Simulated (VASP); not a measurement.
# Pr2B (Fd-3m) in VASP: single point with PBE

Aim: the single point of Pr2B with PBE.

Everything below comes from runs of VASP 6.6.1. Logs are shortened: lines on timing, memory, paths and dates and some standing lists are left out, and cuts for length are marked.

### Step 1. The cell of the first run

The structure is cubic, space group Fd-3m (No. 227). The conventional cell has a = 8.773 Å, b = 8.773 Å, c = 8.773 Å, α = 90.00°, β = 90.00°, γ = 90.00°. Pr (site symmetry -3m) has 6 Pr at 3.10 Å and 6 B at 3.64 Å within 4.1 Å. Within 4.8 Å of B (site symmetry -43m) lie 12 Pr at 3.64 Å and 4 B at 3.80 Å.

The cell was built from a structure type or drawn by symmetry, and may not be a known phase.

### Step 2. Single point, PBE

Input file INCAR:

```
PREC     = Accurate       # precision mode
ENCUT    = 500            # plane-wave cutoff, eV
EDIFF    = 1E-6           # SCF threshold, eV
ISMEAR   = 0              # smearing method
SIGMA    = 0.2            # smearing width, eV
LREAL    = F              # projectors in reciprocal space
LASPH    = T              # aspherical terms in the spheres
NELM     = 200            # most SCF steps
ALGO     = Normal         # electronic algorithm
ISIF     = 2              # what is computed and relaxed
LWAVE    = F              # write WAVECAR
LCHARG   = F              # write CHGCAR
GGA      = PE             # functional
NBANDS   = 34             # bands
GGA_COMPAT= F            
LMAXMIX  = 6              # l up to which the mixer works
```

Input file KPOINTS:

```
regular mesh
0
Gamma
  4 4 4
```

Input file POSCAR:

```
Pr2B
1.0
    0.0000000000      4.3864535693      4.3864535693
    4.3864535693      0.0000000000      4.3864535693
    4.3864535693      4.3864535693      0.0000000000
Pr B
4 2
Direct
    0.6250000000      0.6250000000      0.6250000000
    0.1250000000      0.6250000000      0.6250000000
    0.6250000000      0.6250000000      0.1250000000
    0.6250000000      0.1250000000      0.6250000000
    0.0000000000      0.0000000000      0.0000000000
    0.2500000000      0.2500000000      0.2500000000
```

Potentials or basis: VASP PAW PBE potentials, release 64 (Pr_3, B), 4f in core.

Command:

```
cat potpaw_PBE.64/Pr_3/POTCAR potpaw_PBE.64/B/POTCAR > POTCAR
mpirun -np 1 vasp_std > vasp.out
```

OUTCAR:

```text
PREC = Accurate
   ENCUT = 500
   EDIFF = 1E-6
   ISMEAR = 0
   LREAL = F
   LASPH = T
   NELM = 200
   ISIF = 2
   GGA = PE

 ion  position               nearest neighbor table
   1  0.625  0.625  0.625-   2 3.10   3 3.10   4 3.10   3 3.10   4 3.10   2 3.10
   2  0.125  0.625  0.625-   1 3.10   3 3.10   4 3.10   1 3.10   3 3.10   4 3.10
   3  0.625  0.625  0.125-   1 3.10   1 3.10   2 3.10   4 3.10   4 3.10   2 3.10
   4  0.625  0.125  0.625-   1 3.10   3 3.10   1 3.10   2 3.10   3 3.10   2 3.10
   5  0.000  0.000  0.000-
   6  0.250  0.250  0.250-

  LATTYP: Found a face centered cubic cell.
 ALAT       =     8.7729071386

  Lattice vectors:

 A1 = (   0.0000000000,   4.3864535693,   4.3864535693)
 A2 = (   4.3864535693,   0.0000000000,   4.3864535693)
 A3 = (   4.3864535693,   4.3864535693,   0.0000000000)

Analysis of symmetry for initial positions (statically):
=====================================================================
 Subroutine PRICEL returns:
 Original cell was already a primitive cell.

 Routine SETGRP: Setting up the symmetry group for a
 face centered cubic supercell.

 Subroutine GETGRP returns: Found 48 space group operations
 (whereof 24 operations were pure point group operations)
 out of a pool of 48 trial point group operations.

The static configuration has the point symmetry T_d .
 The point group associated with its full space group is O_h .

Analysis of symmetry for dynamics (positions and initial velocities):
=====================================================================
 Subroutine PRICEL returns:
 Original cell was already a primitive cell.

 Routine SETGRP: Setting up the symmetry group for a
 face centered cubic supercell.

 Subroutine GETGRP returns: Found 48 space group operations
 (whereof 24 operations were pure point group operations)
 out of a pool of 48 trial point group operations.

The dynamic configuration has the point symmetry T_d .
 The point group associated with its full space group is O_h .

 Subroutine INISYM returns: Found 48 space group operations
 (whereof 24 operations are pure point group operations),
 and found     1 'primitive' translations

----------------------------------------------------------------------------------------

                                     Primitive cell

  volume of cell :     168.7993

  direct lattice vectors                    reciprocal lattice vectors
     0.000000000  4.386453569  4.386453569    -0.113987300  0.113987300  0.113987300
     4.386453569  0.000000000  4.386453569     0.113987300 -0.113987300  0.113987300
     4.386453569  4.386453569  0.000000000     0.113987300  0.113987300 -0.113987300

  length of vectors
     6.203382128  6.203382128  6.203382128     0.197431795  0.197431795  0.197431795

  position of ions in fractional coordinates (direct lattice)
     0.625000000  0.625000000  0.625000000
     0.125000000  0.625000000  0.625000000
     0.625000000  0.625000000  0.125000000
     0.625000000  0.125000000  0.625000000
     0.000000000  0.000000000  0.000000000
     0.250000000  0.250000000  0.250000000

  ion indices of the primitive-cell ions
   primitive index   ion index
                 1           1
                 2           2
                 3           3
                 4           4
                 5           5
                 6           6

----------------------------------------------------------------------------------------

 KPOINTS: regular mesh

Automatic generation of k-mesh.
 Grid dimensions read from file:
 generate k-points for:    4    4    4

 Generating k-lattice:

  Cartesian coordinates                     Fractional coordinates (reciprocal lattice)
    -0.028496825  0.028496825  0.028496825     0.250000000  0.000000000  0.000000000
     0.028496825 -0.028496825  0.028496825     0.000000000  0.250000000  0.000000000
     0.028496825  0.028496825 -0.028496825     0.000000000  0.000000000  0.250000000

  Length of vectors
     0.049357949  0.049357949  0.049357949

  Shift w.r.t. Gamma in fractional coordinates (k-lattice)
     0.000000000  0.000000000  0.000000000

 Subroutine IBZKPT returns following result:
 ===========================================

 Found      8 irreducible k-points:

 Following reciprocal coordinates:
            Coordinates               Weight
  0.000000  0.000000  0.000000      1.000000
  0.250000  0.000000  0.000000      8.000000
  0.500000  0.000000  0.000000      4.000000
  0.250000  0.250000  0.000000      6.000000
  0.500000  0.250000  0.000000     24.000000
 -0.250000  0.250000  0.000000     12.000000
  0.500000  0.500000  0.000000      3.000000
 -0.250000  0.500000  0.250000      6.000000
   k-points           NKPTS =      8   k-points in BZ     NKDIM =      8   number of bands    NBANDS=     34
   number of dos      NEDOS =    301   number of ions     NIONS =      6
   total plane-waves  NPLWV = 110592
   dimension x,y,z NGX =    48 NGY =   48 NGZ =   48
   dimension x,y,z NGXF=    96 NGYF=   96 NGZF=   96
   ions per type =               4   2
   NGX,Y,Z   is equivalent  to a cutoff of  12.86, 12.86, 12.86 a.u.
   NGXF,Y,Z  is equivalent  to a cutoff of  25.73, 25.73, 25.73 a.u.
 SYSTEM =  unknown system
   PREC   = accura    normal or accurate (medium, high low for compatibility)
   ISTART =      0    job   : 0-new  1-cont  2-samecut
   ICHARG =      2    charge: 1-file 2-atom 10-const
   ISPIN  =      1    spin polarized calculation?
   LNONCOLLINEAR =      F non collinear calculations
   LSORBIT =      F    spin-orbit coupling
   LASPH  =      T    aspherical Exc in radial PAW
   ENCUT  =  500.0 eV  36.75 Ry    6.06 a.u.  11.31 11.31 11.31*2*pi/ulx,y,z
   NELM   =    200;   NELMIN=  2; NELMDL= -5     # of ELM steps
   EDIFF  = 0.1E-05   stopping-criterion for ELM
   LREAL  =      F    real-space projection
   EDIFFG = 0.1E-04   stopping-criterion for IOM
   NSW    =      0    number of steps for IOM
   IBRION =     -1    ionic relax: 0-MD 1-quasi-New 2-CG
   NFREE  =      0    steps in history (QN), initial steepest desc. (CG)
   ISIF   =      2    stress and relaxation
   ISYM   =      2    0-nonsym 1-usesym 2-fastsym
   POTIM  = 0.5000    time-step for ionic-motion
   TEBEG  =    0.0;   TEEND  =   0.0 temperature during run
   PSTRESS=    0.0 pullay stress
   NELECT =      50.0000    total number of electrons
   NUPDOWN=      -1.0000    fix difference up-down
   EMIN   =  10.00;   EMAX   =-10.00  energy-range for DOS
   EFERMI =   0.00;   METHOD = LEGACY
   ISMEAR =     0;   SIGMA  =   0.20  broadening in eV -4-tet -1-fermi 0-gaus
   EFERMI_NEDOS =   21; number of points for ismear=-14 and -15
   IALGO  =     38    algorithm
   IMIX   =      4    mixing-type and parameters
     AMIX     =   0.40;   BMIX     =  1.00
     AMIX_MAG =   1.60;   BMIX_MAG =  1.00
  volume/ion in A,a.u.               =      28.13       189.85
  Fermi-wavevector in a.u.,A,eV,Ry     =   1.091293  2.062244 16.203451  1.190920
  Thomas-Fermi vector in A             =   2.227535
   LORBIT       =      0    0 simple, 1 ext, 2 COOP (PROOUT), +10 PAW based schemes
   GGA     = PE    functional components
   LHFCALC =     F    Hartree Fock is set to
   AEXX    =    0.0000 exact exchange contribution
   IVDW    =     0    specifies the selected vdW correction
   LEPSILON=     F    determine dielectric tensor
   LRPA    =     F    only Hartree local field effects (RPA)
 non-spin polarized calculation
 Gauss-broadening in eV      SIGMA  =   0.20
  energy-cutoff  :      500.00
  volume of cell :      168.80
 maximum number of plane-waves:      4314
 NGX is ok and might be reduce to    48
   NGX = 23   NGY = 23   NGZ = 23

 number of electron      50.0000000 magnetization

 Free energy of the ion-electron system (eV)
  ---------------------------------------------------
  ext. energy  EPLUGINS =         0.00000000
  ---------------------------------------------------
  free energy    TOTEN  =       -22.68756734 eV

  energy without entropy =      -22.55807600  energy(sigma->0) =      -22.62282167

 E-fermi :   2.9180     XC(G=0):  -9.5356

 val. band max:        2.8495078065   @ k =  -0.2500   0.2500   0.0000
 cond. band min:       2.9768407107   @ k =  -0.2500   0.2500   0.0000
 fundamental gap:      0.1273329042
 Fermi energy:         2.9179519912

 k-point     1 :       0.0000    0.0000    0.0000
  band No.  band energies     occupation
      1     -33.7073      2.00000
      2     -33.0789      2.00000
      3     -33.0789      2.00000
      4     -33.0789      2.00000
      5     -17.7505      2.00000
      6     -16.2745      2.00000
[... 26 lines left out ...]
     33       6.7967      0.00000
     34       6.7967      0.00000

 k-point     2 :       0.2500    0.0000    0.0000
  band No.  band energies     occupation
      1     -33.6460      2.00000
      2     -33.1503      2.00000
      3     -33.0793      2.00000
      4     -33.0793      2.00000
      5     -17.4882      2.00000
      6     -16.1781      2.00000
[... 26 lines left out ...]
     33       5.8071      0.00000
     34       6.3355      0.00000

 k-point     3 :       0.5000    0.0000    0.0000
  band No.  band energies     occupation
      1     -33.5591      2.00000
      2     -33.2474      2.00000
      3     -33.0798      2.00000
      4     -33.0798      2.00000
      5     -17.1894      2.00000
      6     -16.0558      2.00000
[... 26 lines left out ...]
     33       5.1683      0.00000
     34       5.3206      0.00000

 k-point     4 :       0.2500    0.2500    0.0000
  band No.  band energies     occupation
      1     -33.6214      2.00000
      2     -33.1777      2.00000
      3     -33.0798      2.00000
      4     -33.0798      2.00000
      5     -17.3711      2.00000
      6     -16.2992      2.00000
[... 26 lines left out ...]
     33       6.4364      0.00000
     34       6.4782      0.00000

 k-point     5 :       0.5000    0.2500    0.0000
  band No.  band energies     occupation
      1     -33.5150      2.00000
      2     -33.2939      2.00000
      3     -33.0806      2.00000
      4     -33.0803      2.00000
      5     -16.9619      2.00000
      6     -16.2297      2.00000
[... 26 lines left out ...]
     33       5.2840      0.00000
     34       5.4699      0.00000

 k-point     6 :      -0.2500    0.2500    0.0000
  band No.  band energies     occupation
      1     -33.5594      2.00000
      2     -33.2464      2.00000
      3     -33.0805      2.00000
      4     -33.0798      2.00000
      5     -17.1321      2.00000
      6     -16.1507      2.00000
[... 26 lines left out ...]
     33       5.3347      0.00000
     34       6.2302      0.00000

 k-point     7 :       0.5000    0.5000    0.0000
  band No.  band energies     occupation
      1     -33.4059      2.00000
      2     -33.4059      2.00000
      3     -33.0808      2.00000
      4     -33.0808      2.00000
      5     -16.5807      2.00000
      6     -16.5807      2.00000
[... 26 lines left out ...]
     33       5.2416      0.00000
     34       5.2607      0.00000

 k-point     8 :      -0.2500    0.5000    0.2500
  band No.  band energies     occupation
      1     -33.4059      2.00000
      2     -33.4059      2.00000
      3     -33.0808      2.00000
      4     -33.0808      2.00000
      5     -16.5210      2.00000
      6     -16.5210      2.00000
[... 26 lines left out ...]
     33       5.5137      0.00000
     34       5.5205      0.00000

------------------------ aborting loop because EDIFF is reached ----------------------------------------

  FORCE on cell =-STRESS in cart. coord.  units (eV):
  Direction    XX          YY          ZZ          XY          YZ          ZX
  --------------------------------------------------------------------------------------
  -------------------------------------------------------------------------------------
  Total       -0.0784178     -0.0784178     -0.0784178      0.0000000     -0.0000000     -0.0000000
  in kB       -0.7443111     -0.7443111     -0.7443111      0.0000000     -0.0000000     -0.0000000
  external PRESSURE =      -0.7443111 kB  Pullay stress =       0.0000000 kB

 VOLUME and BASIS-vectors are now :
 -----------------------------------------------------------------------------
  energy-cutoff  :      500.00
  volume of cell :      168.80
      direct lattice vectors                 reciprocal lattice vectors
     0.000000000  4.386453569  4.386453569    -0.113987300  0.113987300  0.113987300
     4.386453569  0.000000000  4.386453569     0.113987300 -0.113987300  0.113987300
     4.386453569  4.386453569  0.000000000     0.113987300  0.113987300 -0.113987300

 POSITION                                       TOTAL-FORCE (eV/Angst)
 -----------------------------------------------------------------------------------
      5.48307      5.48307      5.48307        -0.000000      0.000000     -0.000000
      5.48307      3.28984      3.28984        -0.000000      0.000000     -0.000000
      3.28984      3.28984      5.48307        -0.000000      0.000000     -0.000000
      3.28984      5.48307      3.28984        -0.000000      0.000000     -0.000000
      0.00000      0.00000      0.00000        -0.000000     -0.000000      0.000000
      2.19323      2.19323      2.19323         0.000000     -0.000000      0.000000
 -----------------------------------------------------------------------------------
    total drift:                                0.000000     -0.000000     -0.000000

  FREE ENERGIE OF THE ION-ELECTRON SYSTEM (eV)
  ---------------------------------------------------
  free  energy   TOTEN  =       -22.6875673362 eV

  energy  without entropy=      -22.5580760018  energy(sigma->0) =      -22.62282167
```

Wall time 29 s (1 thread of Intel Xeon 6975P-C (Granite Rapids), shared host); peak memory 0.32 GiB.

Results:

```yaml
Free_energy: -22.6876 eV
Pressure: -0.1 GPa
Band_gap_on_the_k_mesh: zero (bands 25 and 26 overlap by 0.71 eV)
```

Levels at points of the mesh, in eV from the Fermi level:
| k point | band 21 | band 22 | band 23 | band 24 | band 25 | band 26 | band 27 | band 28 | band 29 | band 30 |
| --- | --- | --- | --- | --- | --- | --- | --- | --- | --- | --- |
| (0.00, 0.00, 0.00) | -2.12 | -2.12 | -1.01 | -1.01 | -1.01 | -0.17 | -0.17 | 1.06 | 1.06 | 1.06 |
| (0.50, 0.00, 0.00) | -0.78 | -0.78 | -0.66 | -0.66 | -0.07 | -0.07 | 0.54 | 1.34 | 1.77 | 1.94 |
| (0.50, 0.50, 0.00) | -0.82 | -0.82 | -0.55 | -0.55 | -0.54 | -0.54 | 1.42 | 1.42 | 2.02 | 2.02 |

Caveat: spin-orbit coupling is left out, which moves the levels of the heavy elements; the 4f electrons are frozen in the core, so they carry no moment and show no levels.
